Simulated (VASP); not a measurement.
# TiSi (Cmmm) in VASP: a series of runs

Runs on TiSi. Level: PBEsol. Tasks: single point.

Program: VASP 6.6.1. These are calculated values, not measurements. Logs are shortened: lines on timing, memory, paths and dates and some standing lists are left out, and cuts for length are marked.

### 1 The cell of the first run

Symmetry: Cmmm, No. 65, orthorhombic system. Conventional cell: a = 3.632 Å, b = 4.235 Å, c = 3.804 Å, α = 90.00°, β = 90.00°, γ = 90.00°. Ti (site symmetry mmm) has 8 Si at 2.63 to 2.85 Å and 8 Ti at 2.79 to 3.80 Å within 3.9 Å. Si (site symmetry mmm) has 8 Ti at 2.63 to 2.85 Å and 8 Si at 2.79 to 3.80 Å within 3.9 Å.

### 2 Single point, PBEsol

Input file INCAR:

```
SYSTEM = TiSi
PREC     = Accurate       ! precision mode
ENCUT    = 520            ! plane-wave cutoff, eV
EDIFF    = 1E-6           ! SCF threshold, eV
ISMEAR   = 0              ! smearing method
SIGMA    = 0.15           ! smearing width, eV
LREAL    = .FALSE.        ! projectors in reciprocal space
LASPH    = .TRUE.         ! aspherical terms in the spheres
NELM     = 100            ! most SCF steps
ALGO     = Normal         ! electronic algorithm
ISIF     = 2              ! what is computed and relaxed
LWAVE    = .FALSE.        ! write WAVECAR
LCHARG   = .FALSE.        ! write CHGCAR
GGA      = PS             ! functional
NBANDS   = 15             ! bands
```

Input file KPOINTS:

```
Automatic mesh
0
G
  18 18 12
  0 0 0
```

Input file POSCAR:

```
TiSi
1.0
    1.8161780000     -2.1176240000      0.0000000000
    1.8161780000      2.1176240000      0.0000000000
    0.0000000000      0.0000000000      3.8039340000
Ti Si
1 1
Direct
    0.5000000000      0.5000000000      0.0000000000
    0.0000000000      0.0000000000      0.5000000000
```

Potentials or basis: VASP PAW PBE potentials, release 64 (Ti_sv, Si).

Command:

```console
cat potpaw_PBE.64/Ti_sv/POTCAR potpaw_PBE.64/Si/POTCAR > POTCAR
mpirun -np 1 vasp_std > vasp.out
```

OUTCAR:

```text
SYSTEM = TiSi
   PREC = Accurate
   ENCUT = 520
   EDIFF = 1E-6
   ISMEAR = 0
   LREAL = .FALSE.
   LASPH = .TRUE.
   NELM = 100
   ISIF = 2
   GGA = PS

 ion  position               nearest neighbor table
   1  0.500  0.500  0.000-   2 2.63   2 2.63   2 2.63   2 2.63   2 2.85   2 2.85   2 2.85   2 2.85

   2  0.000  0.000  0.500-   1 2.63   1 2.63   1 2.63   1 2.63   1 2.85   1 2.85   1 2.85   1 2.85

  LATTYP: Found a base centered orthorhombic cell.
 ALAT       =     3.6323560000
 B/A-ratio  =     1.1659782246
 C/A-ratio  =     1.0472360088

  Lattice vectors:

 A1 = (   1.8161780000,  -2.1176240000,   0.0000000000)
 A2 = (   1.8161780000,   2.1176240000,   0.0000000000)
 A3 = (   0.0000000000,   0.0000000000,   3.8039340000)

Analysis of symmetry for initial positions (statically):
=====================================================================
 Subroutine PRICEL returns:
 Original cell was already a primitive cell.

 Routine SETGRP: Setting up the symmetry group for a
 base centered orthorhombic supercell.

 Subroutine GETGRP returns: Found  8 space group operations
 (whereof  8 operations were pure point group operations)
 out of a pool of  8 trial point group operations.

The static configuration has the point symmetry D_2h.

Analysis of symmetry for dynamics (positions and initial velocities):
=====================================================================
 Subroutine PRICEL returns:
 Original cell was already a primitive cell.

 Routine SETGRP: Setting up the symmetry group for a
 base centered orthorhombic supercell.

 Subroutine GETGRP returns: Found  8 space group operations
 (whereof  8 operations were pure point group operations)
 out of a pool of  8 trial point group operations.

The dynamic configuration has the point symmetry D_2h.

 Subroutine INISYM returns: Found  8 space group operations
 (whereof  8 operations are pure point group operations),
 and found     1 'primitive' translations

----------------------------------------------------------------------------------------

                                     Primitive cell

  volume of cell :      29.2597

  direct lattice vectors                    reciprocal lattice vectors
     1.816178000 -2.117624000  0.000000000     0.275303412 -0.236113682  0.000000000
     1.816178000  2.117624000  0.000000000     0.275303412  0.236113682  0.000000000
     0.000000000  0.000000000  3.803934000     0.000000000  0.000000000  0.262885739

  length of vectors
     2.789773097  2.789773097  3.803934000     0.362686696  0.362686696  0.262885739
[... 93 lines left out ...]
   NUPDOWN=      -1.0000    fix difference up-down
   EMIN   =  10.00;   EMAX   =-10.00  energy-range for DOS
   EFERMI =   0.00;   METHOD = LEGACY
   ISMEAR =     0;   SIGMA  =   0.15  broadening in eV -4-tet -1-fermi 0-gaus
   EFERMI_NEDOS =   21; number of points for ismear=-14 and -15
   IALGO  =     38    algorithm
   IMIX   =      4    mixing-type and parameters
     AMIX     =   0.40;   BMIX     =  1.00
     AMIX_MAG =   1.60;   BMIX_MAG =  1.00
  volume/ion in A,a.u.               =      14.63        98.73
  Fermi-wavevector in a.u.,A,eV,Ry     =   1.338725  2.529824 24.384157  1.792185
  Thomas-Fermi vector in A             =   2.467173
   LORBIT       =      0    0 simple, 1 ext, 2 COOP (PROOUT), +10 PAW based schemes
   GGA     = PS    functional components
   LHFCALC =     F    Hartree Fock is set to
   AEXX    =    0.0000 exact exchange contribution
   IVDW    =     0    specifies the selected vdW correction
   LEPSILON=     F    determine dielectric tensor
   LRPA    =     F    only Hartree local field effects (RPA)
 non-spin polarized calculation
 Gauss-broadening in eV      SIGMA  =   0.15
  energy-cutoff  :      520.00
  volume of cell :       29.26
 maximum number of plane-waves:       814
 NGX is ok and might be reduce to    24
   NGX = 11   NGY = 11   NGZ = 15

 number of electron      16.0000004 magnetization

 Free energy of the ion-electron system (eV)
  ---------------------------------------------------
  ext. energy  EPLUGINS =         0.00000000
  ---------------------------------------------------
  free energy    TOTEN  =       -15.31998532 eV

  energy without entropy =      -15.30717361  energy(sigma->0) =      -15.31357947

 E-fermi :  10.0202     XC(G=0): -11.8350

 val. band max:       10.0164970627   @ k =  -0.4444   0.2778   0.2500
 cond. band min:      10.0201779204   @ k =  -0.4444   0.4444   0.2500
 fundamental gap:      0.0036808577
 Fermi energy:        10.0201665434

 k-point     1 :       0.0000    0.0000    0.0000
  band No.  band energies     occupation
      1     -46.4480      2.00000
      2     -22.9600      2.00000
      3     -22.5422      2.00000
      4     -22.4313      2.00000
      5      -1.6819      2.00000
      6       7.6073      2.00000
      7       8.3714      2.00000
      8       8.9027      2.00000
      9      11.6817      0.00000
     10      12.3456      0.00000
     11      12.9149      0.00000
     12      15.2028      0.00000
     13      15.9876      0.00000
     14      16.3692      0.00000
[... 401 lines left out ...]
      2     -22.9289      2.00000
      3     -22.7239      2.00000
      4     -22.4781      2.00000
      5      -0.7226      2.00000
      6       7.9178      2.00000
      7       8.0212      2.00000
      8       8.7065      2.00000
      9      11.8387      0.00000
     10      11.8607      0.00000
     11      12.5471      0.00000
     12      13.0660      0.00000
     13      16.3079      0.00000
     14      16.8484      0.00000
     15      20.4064      0.00000

 [... further k-points ...]

------------------------ aborting loop because EDIFF is reached ----------------------------------------

  FORCE on cell =-STRESS in cart. coord.  units (eV):
  Direction    XX          YY          ZZ          XY          YZ          ZX
  --------------------------------------------------------------------------------------
  -------------------------------------------------------------------------------------
  Total       -0.7816933     -0.8518659     -0.7037056      0.0000000      0.0000000      0.0000000
  in kB      -42.8032494    -46.6456968    -38.5328699      0.0000000      0.0000000      0.0000000
  external PRESSURE =     -42.6606054 kB  Pullay stress =       0.0000000 kB

 VOLUME and BASIS-vectors are now :
 -----------------------------------------------------------------------------
  energy-cutoff  :      520.00
  volume of cell :       29.26
      direct lattice vectors                 reciprocal lattice vectors
     1.816178000 -2.117624000  0.000000000     0.275303412 -0.236113682  0.000000000
     1.816178000  2.117624000  0.000000000     0.275303412  0.236113682  0.000000000
     0.000000000  0.000000000  3.803934000     0.000000000  0.000000000  0.262885739

 POSITION                                       TOTAL-FORCE (eV/Angst)
 -----------------------------------------------------------------------------------
      1.81618      0.00000      0.00000        -0.000000     -0.000000      0.000000
      0.00000      0.00000      1.90197         0.000000      0.000000      0.000000
 -----------------------------------------------------------------------------------
    total drift:                               -0.000000     -0.000000     -0.000000

  FREE ENERGIE OF THE ION-ELECTRON SYSTEM (eV)
  ---------------------------------------------------
  free  energy   TOTEN  =       -15.3199853239 eV

  energy  without entropy=      -15.3071736074  energy(sigma->0) =      -15.31357947
```

stdout:

```text
POSCAR found type information on POSCAR TiSi
 POSCAR found :  2 types and       2 ions
 scaLAPACK will be used
 -----------------------------------------------------------------------------
|                                                                             |
|                                                                             |
|     You enforced a specific xc type in the INCAR file but a different       |
|     I HOPE YOU KNOW WHAT YOU ARE DOING!                                     |
|                                                                             |
 -----------------------------------------------------------------------------

 LDA part: xc-table for (Slater+PW92), standard interpolation
 POSCAR, INCAR and KPOINTS ok, starting setup
 FFT: planning ... GRIDC
 FFT: planning ... GRID_SOFT
 FFT: planning ... GRID
 WAVECAR not read
 entering main loop
```

Wall time 1.7 min (1 thread of Intel Xeon Platinum 8488C (Sapphire Rapids), shared host); peak memory 0.37 GiB.

What came out:

```yaml
Free_energy: -15.3200 eV
Pressure: -4.3 GPa
Band_gap_on_the_k_mesh: zero (bands 8 and 9 overlap by 1.57 eV)
```

Levels at points of the mesh, in eV from the Fermi level:
```tsv
k point	band 6	band 7	band 8	band 9	band 10	band 11
(0.00, 0.00, 0.00)	-2.41	-1.65	-1.12	1.66	2.33	2.89
(0.50, 0.00, 0.00)	-6.32	-2.84	-0.84	1.65	2.33	4.26
(0.50, 0.50, 0.00)	-3.74	-1.50	-1.29	-0.86	-0.31	2.86
(0.00, 0.00, 0.50)	-6.48	-0.82	0.57	0.61	1.68	2.97
(0.50, 0.00, 0.50)	-4.79	-2.60	-1.73	1.39	1.81	1.84
(0.50, 0.50, 0.50)	-3.81	-3.36	-3.10	2.13	2.58	2.65
```

Caveat: the cell stands under tension; the PAW data sets were made with another functional, which shifts forces and pressure a little.

### 3 Single point, PBEsol

Input file INCAR:

```
SYSTEM = TiSi
PREC = Accurate ; ENCUT = 520
EDIFF = 1E-6 ; ISMEAR = 0
SIGMA = 0.15 ; LREAL = .FALSE.
LASPH = .TRUE. ; NELM = 80
ALGO = Normal ; ISIF = 2
LWAVE = .FALSE. ; LCHARG = .TRUE.
GGA = PS ; LELF = .TRUE.
LVHAR = .TRUE. ; NBANDS = 15
```

Input file KPOINTS:

```
regular mesh
0
G
  20 20 14
  0 0 0
```

POSCAR is that of step 2.

Potentials or basis: VASP PAW PBE potentials, release 64 (Ti_sv, Si).

Command:

```console
cat potpaw_PBE.64/Ti_sv/POTCAR potpaw_PBE.64/Si/POTCAR > POTCAR
mpirun -np 1 vasp_std > vasp.out
```

OUTCAR:

```text
SYSTEM = TiSi
   PREC = Accurate
   ENCUT = 520
   EDIFF = 1E-6
   ISMEAR = 0
   LREAL = .FALSE.
   LASPH = .TRUE.
   NELM = 80
   ISIF = 2
   GGA = PS

 ion  position               nearest neighbor table
   1  0.500  0.500  0.000-   2 2.63   2 2.63   2 2.63   2 2.63   2 2.85   2 2.85   2 2.85   2 2.85

   2  0.000  0.000  0.500-   1 2.63   1 2.63   1 2.63   1 2.63   1 2.85   1 2.85   1 2.85   1 2.85

  LATTYP: Found a base centered orthorhombic cell.
 ALAT       =     3.6323560000
 B/A-ratio  =     1.1659782246
 C/A-ratio  =     1.0472360088

  Lattice vectors:

 A1 = (   1.8161780000,  -2.1176240000,   0.0000000000)
 A2 = (   1.8161780000,   2.1176240000,   0.0000000000)
 A3 = (   0.0000000000,   0.0000000000,   3.8039340000)

Analysis of symmetry for initial positions (statically):
=====================================================================
 Subroutine PRICEL returns:
 Original cell was already a primitive cell.

 Routine SETGRP: Setting up the symmetry group for a
 base centered orthorhombic supercell.

 Subroutine GETGRP returns: Found  8 space group operations
 (whereof  8 operations were pure point group operations)
[... 180 lines left out ...]
      7       8.3715      2.00000
      8       8.9028      2.00000
      9      11.6840      0.00000
     10      12.3466      0.00000
     11      12.9157      0.00000
     12      15.2042      0.00000
     13      15.9877      0.00000
     14      16.3706      0.00000
[... 401 lines left out ...]
      2     -22.9305      2.00000
      3     -22.8988      2.00000
      4     -22.4638      2.00000
      5       0.6106      2.00000
      6       6.1237      2.00000
      7       7.4619      2.00000
      8       9.0734      2.00000
      9      11.4017      0.00000
     10      12.1515      0.00000
     11      13.0473      0.00000
     12      13.9990      0.00000
     13      15.8590      0.00000
     14      18.0566      0.00000
     15      19.0446      0.00000

 [... further k-points ...]

------------------------ aborting loop because EDIFF is reached ----------------------------------------

  FORCE on cell =-STRESS in cart. coord.  units (eV):
  Direction    XX          YY          ZZ          XY          YZ          ZX
  --------------------------------------------------------------------------------------
  -------------------------------------------------------------------------------------
  Total       -0.7565671     -0.8647084     -0.7222436      0.0000000      0.0000000      0.0000000
  in kB      -41.4274138    -47.3489155    -39.5479574      0.0000000      0.0000000      0.0000000
  external PRESSURE =     -42.7747622 kB  Pullay stress =       0.0000000 kB

 VOLUME and BASIS-vectors are now :
 -----------------------------------------------------------------------------
  energy-cutoff  :      520.00
  volume of cell :       29.26
      direct lattice vectors                 reciprocal lattice vectors
     1.816178000 -2.117624000  0.000000000     0.275303412 -0.236113682  0.000000000
     1.816178000  2.117624000  0.000000000     0.275303412  0.236113682  0.000000000
     0.000000000  0.000000000  3.803934000     0.000000000  0.000000000  0.262885739

 POSITION                                       TOTAL-FORCE (eV/Angst)
 -----------------------------------------------------------------------------------
      1.81618      0.00000      0.00000         0.000000      0.000000      0.000000
      0.00000      0.00000      1.90197        -0.000000      0.000000      0.000000
 -----------------------------------------------------------------------------------
    total drift:                               -0.000000     -0.000000     -0.000000

  FREE ENERGIE OF THE ION-ELECTRON SYSTEM (eV)
  ---------------------------------------------------
  free  energy   TOTEN  =       -15.3195066623 eV

  energy  without entropy=      -15.3061805231  energy(sigma->0) =      -15.31284359
```

OSZICAR:

```text
N       E                     dE             d eps       ncg     rms          rms(c)
DAV:   1     0.117869149457E+03    0.11787E+03   -0.80700E+03 26647   0.119E+03
DAV:   2    -0.685108970707E+01   -0.12472E+03   -0.11936E+03 28110   0.317E+02
DAV:   3    -0.165033088083E+02   -0.96522E+01   -0.94233E+01 46961   0.745E+01
DAV:   4    -0.169689142101E+02   -0.46561E+00   -0.46464E+00 29458   0.135E+01
DAV:   5    -0.169837861301E+02   -0.14872E-01   -0.14870E-01 37623   0.224E+00    0.117E+01
DAV:   6    -0.155346567340E+02    0.14491E+01   -0.48474E+00 31656   0.309E+01    0.392E+00
DAV:   7    -0.153417393710E+02    0.19292E+00   -0.55164E-01 29979   0.101E+01    0.283E+00
DAV:   8    -0.153243353166E+02    0.17404E-01   -0.14710E-01 32744   0.415E+00    0.825E-01
DAV:   9    -0.153195458663E+02    0.47895E-02   -0.27735E-02 29587   0.239E+00    0.387E-01
DAV:  10    -0.153195228808E+02    0.22986E-04   -0.26593E-03 34325   0.627E-01    0.675E-02
DAV:  11    -0.153195106442E+02    0.12237E-04   -0.31497E-04 31609   0.145E-01    0.579E-02
DAV:  12    -0.153195075695E+02    0.30747E-05   -0.16475E-05 32360   0.440E-02    0.277E-02
DAV:  13    -0.153195065534E+02    0.10160E-05   -0.46053E-06 28460   0.200E-02    0.342E-03
DAV:  14    -0.153195066623E+02   -0.10890E-06   -0.64985E-08 14720   0.268E-03
   1 F= -.15319507E+02 E0= -.15312844E+02  d E =-.133261E-01
```

stdout:

```text
POSCAR found type information on POSCAR TiSi
 POSCAR found :  2 types and       2 ions
 scaLAPACK will be used
 -----------------------------------------------------------------------------
|                                                                             |
|                                                                             |
|     You enforced a specific xc type in the INCAR file but a different       |
|     I HOPE YOU KNOW WHAT YOU ARE DOING!                                     |
|                                                                             |
 -----------------------------------------------------------------------------

 LDA part: xc-table for (Slater+PW92), standard interpolation
 POSCAR, INCAR and KPOINTS ok, starting setup
 FFT: planning ... GRIDC
 FFT: planning ... GRID_SOFT
 FFT: planning ... GRID
 WAVECAR not read
 entering main loop
```

Wall time 2.6 min (1 thread of Intel Xeon Platinum 8488C (Sapphire Rapids), shared host); peak memory 0.47 GiB.

What came out:

```yaml
Free_energy: -15.3195 eV
Pressure: -4.3 GPa
Band_gap_on_the_k_mesh: zero (bands 8 and 9 overlap by 1.75 eV)
```

Stress tensor (GPa, compression positive):
```
-4.14  0.00  0.00
 0.00 -4.73  0.00
 0.00  0.00 -3.95
```

Levels at points of the mesh, in eV from the Fermi level:
```csv
k point,band 4,band 5,band 6,band 7,band 8,band 9,band 10,band 11,band 12,band 13
"(0.00, 0.00, 0.00)",-32.45,-11.70,-2.41,-1.65,-1.12,1.66,2.32,2.89,5.18,5.97
"(0.50, 0.00, 0.00)",-32.47,-7.61,-6.32,-2.85,-0.84,1.65,2.33,4.26,4.78,5.24
"(0.50, 0.50, 0.00)",-32.85,-5.79,-3.74,-1.50,-1.29,-0.86,-0.31,2.86,3.17,4.18
"(0.00, 0.00, 0.50)",-32.45,-10.34,-6.49,-0.82,0.57,0.61,1.68,2.97,6.97,8.01
"(0.50, 0.00, 0.50)",-32.47,-7.89,-4.79,-2.60,-1.73,1.39,1.81,1.84,3.30,5.83
"(0.50, 0.50, 0.50)",-32.87,-4.84,-3.82,-3.36,-3.10,2.13,2.58,2.65,4.07,4.19
```

Caveat: the cell stands under tension; the PAW data sets were made with another functional, which shifts forces and pressure a little.
